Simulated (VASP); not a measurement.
# BaTiO3 (Amm2) in VASP: single point with PBE

Aim: the single point of BaTiO3 with PBE.

Everything below comes from runs of VASP 6.6.1. Logs are shortened: lines on timing, memory, paths and dates and some standing lists are left out, and cuts for length are marked.

## Step 1: The cell of the first run

Symmetry: Amm2, No. 38, orthorhombic system. Conventional cell: a = 3.973 Å, b = 5.781 Å, c = 5.832 Å, α = 90.00°, β = 90.00°, γ = 90.00°. Ba (site symmetry mm2) has 12 O at 2.77 to 3.06 Å and 8 Ti at 3.45 to 3.61 Å within 3.7 Å. Ti (site symmetry mm2) has 6 O at 1.85 to 2.27 Å within 2.4 Å. O (site symmetry mm2) has 2 Ti at 2.00 Å and 3 Ba at 2.77 to 2.89 Å and 8 O at 2.82 to 2.89 Å within 2.9 Å. O (site symmetry m) has 2 Ti at 1.85 to 2.27 Å within 2.4 Å.

## Step 2: Single point, PBE

Contents of INCAR:

```
  PREC = Accurate
  ENCUT = 1340
  EDIFF = 1E-6
  ISMEAR = -1
  SIGMA = 0.02
  LREAL = F
  LASPH = T
  NELM = 120
  ALGO = Normal
  ISIF = 2
  LWAVE = F
  LCHARG = F
  GGA = PE
  NBANDS = 28
  GGA_COMPAT = F
```

Contents of KPOINTS:

```
Automatic mesh
0
Gamma
  6 6 6
```

Contents of POSCAR:

```
BaTiO3
1.0
    3.9726372491      0.0000000000      0.0000000000
    0.0000000000      2.8903542868      2.9158685419
    0.0000000000     -2.8903542868      2.9158685419
Ba Ti O
1 1 3
Direct
    0.0000000000      0.0117178196      0.0117178196
    0.5000000000      0.5279341930      0.5279341930
    0.0000000000      0.4874475652      0.4874475652
    0.5000000000      0.4932581923      0.9765222300
    0.5000000000      0.9765222300      0.4932581923
```

Potentials or basis: VASP PAW PBE potentials, release 64 (Ba_sv, Ti_sv, O_h).

On the command line:

```bash
$ cat potpaw_PBE.64/Ba_sv/POTCAR potpaw_PBE.64/Ti_sv/POTCAR potpaw_PBE.64/O_h/POTCAR > POTCAR
$ mpirun -np 1 vasp_std > vasp.out
```

OUTCAR:

```text
PREC = Accurate
   ENCUT = 1340
   EDIFF = 1E-6
   ISMEAR = -1
   LREAL = F
   LASPH = T
   NELM = 120
   ISIF = 2
   GGA = PE

 ion  position               nearest neighbor table
   1  0.000  0.012  0.012-   3 2.77   4 2.81   5 2.81   4 2.81   5 2.81   3 2.89   3 2.89   5 2.92
                             4 2.92   5 2.92   4 2.92   3 3.06   2 3.45   2 3.45   2 3.51   2 3.51
   2  0.500  0.528  0.528-   4 1.85   5 1.85   3 2.00   3 2.00   1 3.45   1 3.45   1 3.51   1 3.51
                             1 3.51   1 3.51   1 3.61   1 3.61
   3  0.000  0.487  0.487-   2 2.00   2 2.00   1 2.77   1 2.89   1 2.89   1 3.06
   4  0.500  0.493  0.977-   2 1.85   1 2.81   1 2.81   1 2.92   1 2.92
   5  0.500  0.977  0.493-   2 1.85   1 2.81   1 2.81   1 2.92   1 2.92

  LATTYP: Found a base centered orthorhombic cell.
 ALAT       =     5.7807085736
 B/A-ratio  =     1.0088273798
 C/A-ratio  =     0.6872232354

  Lattice vectors:

 A1 = (   0.0000000000,   2.8903542868,  -2.9158685419)
 A2 = (   0.0000000000,   2.8903542868,   2.9158685419)
 A3 = (   3.9726372491,   0.0000000000,   0.0000000000)

Analysis of symmetry for initial positions (statically):
=====================================================================
 Subroutine PRICEL returns:
 Original cell was already a primitive cell.

 Routine SETGRP: Setting up the symmetry group for a
 base centered orthorhombic supercell.

 Subroutine GETGRP returns: Found  4 space group operations
 (whereof  4 operations were pure point group operations)
 out of a pool of  8 trial point group operations.

The static configuration has the point symmetry C_2v.

Analysis of symmetry for dynamics (positions and initial velocities):
=====================================================================
 Subroutine PRICEL returns:
 Original cell was already a primitive cell.

 Routine SETGRP: Setting up the symmetry group for a
 base centered orthorhombic supercell.

 Subroutine GETGRP returns: Found  4 space group operations
 (whereof  4 operations were pure point group operations)
 out of a pool of  8 trial point group operations.

The dynamic configuration has the point symmetry C_2v.

 Subroutine INISYM returns: Found  4 space group operations
 (whereof  4 operations are pure point group operations),
 and found     1 'primitive' translations

----------------------------------------------------------------------------------------

                                     Primitive cell

  volume of cell :      66.9619

  direct lattice vectors                    reciprocal lattice vectors
     3.972637249  0.000000000  0.000000000     0.251721951  0.000000000  0.000000000
     0.000000000  2.890354287  2.915868542     0.000000000  0.172989174  0.171475494
     0.000000000 -2.890354287  2.915868542     0.000000000 -0.172989174  0.171475494

  length of vectors
     3.972637249  4.105659174  4.105659174     0.251721951  0.243575654  0.243575654

  position of ions in fractional coordinates (direct lattice)
     0.000000000  0.011717820  0.011717820
     0.500000000  0.527934193  0.527934193
     0.000000000  0.487447565  0.487447565
     0.500000000  0.493258192  0.976522230
     0.500000000  0.976522230  0.493258192

  ion indices of the primitive-cell ions
   primitive index   ion index
                 1           1
                 2           2
                 3           3
                 4           4
                 5           5

----------------------------------------------------------------------------------------

 KPOINTS: Automatic mesh

Automatic generation of k-mesh.
 Grid dimensions read from file:
 generate k-points for:    6    6    6

 Generating k-lattice:

  Cartesian coordinates                     Fractional coordinates (reciprocal lattice)
     0.041953659  0.000000000  0.000000000     0.166666667  0.000000000  0.000000000
     0.000000000  0.028831529  0.028579249     0.000000000  0.166666667  0.000000000
     0.000000000 -0.028831529  0.028579249     0.000000000  0.000000000  0.166666667

  Length of vectors
     0.041953659  0.040595942  0.040595942

  Shift w.r.t. Gamma in fractional coordinates (k-lattice)
     0.000000000  0.000000000  0.000000000

 Subroutine IBZKPT returns following result:
 ===========================================

 Found     52 irreducible k-points:

 Following reciprocal coordinates:
            Coordinates               Weight
  0.000000  0.000000  0.000000      1.000000
  0.166667  0.000000  0.000000      2.000000
  0.333333  0.000000  0.000000      2.000000
  0.500000  0.000000  0.000000      1.000000
  0.000000  0.166667  0.000000      4.000000
  0.166667  0.166667  0.000000      8.000000
[... 16 lines left out ...]
  0.333333  0.333333  0.166667      8.000000
  0.500000  0.333333  0.166667      4.000000
 [... further k-points ...]
   k-points           NKPTS =     52   k-points in BZ     NKDIM =     52   number of bands    NBANDS=     28
   number of dos      NEDOS =    301   number of ions     NIONS =      5
   total plane-waves  NPLWV = 120000
   dimension x,y,z NGX =    48 NGY =   50 NGZ =   50
   dimension x,y,z NGXF=    96 NGYF=  100 NGZF=  100
   ions per type =               1   1   3
   NGX,Y,Z   is equivalent  to a cutoff of  20.09, 20.25, 20.25 a.u.
   NGXF,Y,Z  is equivalent  to a cutoff of  40.17, 40.49, 40.49 a.u.
 SYSTEM =  unknown system
   PREC   = accura    normal or accurate (medium, high low for compatibility)
   ISTART =      0    job   : 0-new  1-cont  2-samecut
   ICHARG =      2    charge: 1-file 2-atom 10-const
   ISPIN  =      1    spin polarized calculation?
   LNONCOLLINEAR =      F non collinear calculations
   LSORBIT =      F    spin-orbit coupling
   LASPH  =      T    aspherical Exc in radial PAW
   ENCUT  = 1340.0 eV  98.49 Ry    9.92 a.u.  11.86 12.25 12.25*2*pi/ulx,y,z
   NELM   =    120;   NELMIN=  2; NELMDL= -5     # of ELM steps
   EDIFF  = 0.1E-05   stopping-criterion for ELM
   LREAL  =      F    real-space projection
   EDIFFG = 0.1E-04   stopping-criterion for IOM
   NSW    =      0    number of steps for IOM
   IBRION =     -1    ionic relax: 0-MD 1-quasi-New 2-CG
   NFREE  =      0    steps in history (QN), initial steepest desc. (CG)
   ISIF   =      2    stress and relaxation
   ISYM   =      2    0-nonsym 1-usesym 2-fastsym
   POTIM  = 0.5000    time-step for ionic-motion
   TEBEG  =    0.0;   TEEND  =   0.0 temperature during run
   PSTRESS=    0.0 pullay stress
   NELECT =      40.0000    total number of electrons
   NUPDOWN=      -1.0000    fix difference up-down
   EMIN   =  10.00;   EMAX   =-10.00  energy-range for DOS
   EFERMI =   0.00;   METHOD = LEGACY
   ISMEAR =    -1;   SIGMA  =   0.02  broadening in eV -4-tet -1-fermi 0-gaus
   EFERMI_NEDOS =   21; number of points for ismear=-14 and -15
   IALGO  =     38    algorithm
   IMIX   =      4    mixing-type and parameters
     AMIX     =   0.40;   BMIX     =  1.00
     AMIX_MAG =   1.60;   BMIX_MAG =  1.00
  volume/ion in A,a.u.               =      13.39        90.38
  Fermi-wavevector in a.u.,A,eV,Ry     =   1.378750  2.605460 25.864015  1.900952
  Thomas-Fermi vector in A             =   2.503783
   LORBIT       =      0    0 simple, 1 ext, 2 COOP (PROOUT), +10 PAW based schemes
   GGA     = PE    functional components
   LHFCALC =     F    Hartree Fock is set to
   AEXX    =    0.0000 exact exchange contribution
   IVDW    =     0    specifies the selected vdW correction
   LEPSILON=     F    determine dielectric tensor
   LRPA    =     F    only Hartree local field effects (RPA)
 non-spin polarized calculation
  energy-cutoff  :     1340.00
  volume of cell :       66.96
 maximum number of plane-waves:      7512
 NGX is ok and might be reduce to    48
   NGX = 23   NGY = 25   NGZ = 25

 number of electron      40.0000001 magnetization

 Free energy of the ion-electron system (eV)
  ---------------------------------------------------
  ext. energy  EPLUGINS =         0.00000000
  ---------------------------------------------------
  free energy    TOTEN  =       -40.08341600 eV

  energy without entropy =      -40.08341600  energy(sigma->0) =      -40.08341600

 E-fermi :   4.3601     XC(G=0): -11.0063

 val. band max:        3.8418672770   @ k =   0.5000   0.5000   0.5000
 cond. band min:       6.1949110985   @ k =   0.0000   0.0000   0.0000
 fundamental gap:      2.3530438214
 Fermi energy:         4.3600569405

 k-point     1 :       0.0000    0.0000    0.0000
  band No.  band energies     occupation
      1     -52.5297      2.00000
      2     -28.8115      2.00000
      3     -28.8093      2.00000
      4     -28.7261      2.00000
      5     -21.1356      2.00000
      6     -12.9373      2.00000
[... 20 lines left out ...]
     27       9.0195      0.00000
     28      10.6759      0.00000

 k-point     2 :       0.1667    0.0000    0.0000
  band No.  band energies     occupation
      1     -52.5295      2.00000
      2     -28.8109      2.00000
      3     -28.8088      2.00000
      4     -28.7399      2.00000
      5     -21.1085      2.00000
      6     -12.9458      2.00000
[... 20 lines left out ...]
     27       9.5047      0.00000
     28      11.3395      0.00000

 k-point     3 :       0.3333    0.0000    0.0000
  band No.  band energies     occupation
      1     -52.5289      2.00000
      2     -28.8098      2.00000
      3     -28.8077      2.00000
      4     -28.7674      2.00000
      5     -21.0533      2.00000
      6     -13.0384      2.00000
[... 20 lines left out ...]
     27      10.4903      0.00000
     28      11.9096      0.00000

 k-point     4 :       0.5000    0.0000    0.0000
  band No.  band energies     occupation
      1     -52.5286      2.00000
      2     -28.8092      2.00000
      3     -28.8072      2.00000
      4     -28.7811      2.00000
      5     -21.0252      2.00000
      6     -13.1072      2.00000
[... 20 lines left out ...]
     27      11.2793      0.00000
     28      11.8511      0.00000

 k-point     5 :       0.0000    0.1667    0.0000
  band No.  band energies     occupation
      1     -52.5296      2.00000
      2     -28.8201      2.00000
      3     -28.8099      2.00000
      4     -28.7257      2.00000
      5     -21.1143      2.00000
      6     -12.9484      2.00000
[... 20 lines left out ...]
     27       9.4749      0.00000
     28      11.2995      0.00000

 k-point     6 :       0.1667    0.1667    0.0000
  band No.  band energies     occupation
      1     -52.5293      2.00000
      2     -28.8194      2.00000
      3     -28.8094      2.00000
      4     -28.7395      2.00000
      5     -21.0891      2.00000
      6     -12.9243      2.00000
[... 463 lines left out ...]
      5     -21.0556      2.00000
      6     -12.9440      2.00000
[... 20 lines left out ...]
     27      11.0133      0.00000
     28      12.1969      0.00000

 k-point    22 :       0.1667    0.3333    0.1667
  band No.  band energies     occupation
      1     -52.5288      2.00000
      2     -28.8377      2.00000
      3     -28.8179      2.00000
      4     -28.7383      2.00000
      5     -21.0351      2.00000
      6     -12.8521      2.00000
[... 20 lines left out ...]
     27      11.1605      0.00000
     28      11.9915      0.00000

 k-point    23 :       0.3333    0.3333    0.1667
  band No.  band energies     occupation
      1     -52.5282      2.00000
      2     -28.8362      2.00000
      3     -28.8168      2.00000
      4     -28.7653      2.00000
      5     -20.9937      2.00000
      6     -12.7021      2.00000
[... 20 lines left out ...]
     27      11.7897      0.00000
     28      11.9564      0.00000

 k-point    24 :       0.5000    0.3333    0.1667
  band No.  band energies     occupation
      1     -52.5280      2.00000
      2     -28.8354      2.00000
      3     -28.8162      2.00000
      4     -28.7788      2.00000
      5     -20.9726      2.00000
      6     -12.6593      2.00000
[... 20 lines left out ...]
     27      11.8269      0.00000
     28      12.1830      0.00000

 [... further k-points ...]

------------------------ aborting loop because EDIFF is reached ----------------------------------------

  FORCE on cell =-STRESS in cart. coord.  units (eV):
  Direction    XX          YY          ZZ          XY          YZ          ZX
  --------------------------------------------------------------------------------------
  -------------------------------------------------------------------------------------
  Total        0.5566899      0.5671951      0.5568170      0.0000000      0.0000000      0.0000000
  in kB       13.3197487     13.5711035     13.3227878      0.0000000      0.0000000      0.0000000
  external PRESSURE =      13.4045467 kB  Pullay stress =       0.0000000 kB

 VOLUME and BASIS-vectors are now :
 -----------------------------------------------------------------------------
  energy-cutoff  :     1340.00
  volume of cell :       66.96
      direct lattice vectors                 reciprocal lattice vectors
     3.972637249  0.000000000  0.000000000     0.251721951  0.000000000  0.000000000
     0.000000000  2.890354287  2.915868542     0.000000000  0.172989174  0.171475494
     0.000000000 -2.890354287  2.915868542     0.000000000 -0.172989174  0.171475494

 POSITION                                       TOTAL-FORCE (eV/Angst)
 -----------------------------------------------------------------------------------
      0.00000      0.00000      0.06834         0.000000      0.000000     -0.048348
      1.98632      0.00000      3.07877         0.000000      0.000000     -0.050413
      0.00000      0.00000      2.84267         0.000000      0.000000      0.019323
      1.98632     -1.39680      4.28569         0.000000     -0.015069      0.039719
      1.98632      1.39680      4.28569         0.000000      0.015069      0.039719
 -----------------------------------------------------------------------------------
    total drift:                                0.000000     -0.000000      0.000266

  FREE ENERGIE OF THE ION-ELECTRON SYSTEM (eV)
  ---------------------------------------------------
  free  energy   TOTEN  =       -40.0834160031 eV

  energy  without entropy=      -40.0834160031  energy(sigma->0) =      -40.08341600
```

Run time: 4.1 min. Hardware: 1 thread of Intel Xeon Platinum 8488C (Sapphire Rapids), shared host; peak memory 0.62 GiB.

Results:

```yaml
Free_energy: -40.0834 eV
Pressure: 1.3 GPa
Largest_force: 0.050 eV/Å
Band_gap_on_the_k_mesh: 2.35 eV (least direct gap 2.89 eV)
```

Forces in eV/Å, atoms in the order of the input:
```
Ba   0.000  0.000 -0.048
Ti   0.000  0.000 -0.050
O    0.000  0.000  0.019
O    0.000 -0.015  0.040
O    0.000  0.015  0.040
```

Levels at points of the mesh, in eV from the valence-band top:
```tsv
k point	band 18	band 19	band 20	band 21	band 22	band 23
(0.00, 0.00, 0.00)	-0.71	-0.63	-0.54	2.35	2.66	2.70
(0.50, 0.00, 0.00)	-1.46	-1.34	-1.20	2.78	3.62	3.90
(0.00, 0.50, 0.00)	-1.65	-1.05	-0.82	2.60	3.71	3.72
(0.50, 0.50, 0.00)	-0.99	-0.94	-0.08	3.74	3.77	4.09
(0.00, 0.50, 0.50)	-0.98	-0.87	-0.34	3.69	3.78	3.95
(0.50, 0.50, 0.50)	-0.27	-0.04	0.00	4.13	4.19	4.36
```

Caveat: spin-orbit coupling is left out, which moves the levels of the heavy elements. A k mesh can miss the band edges.
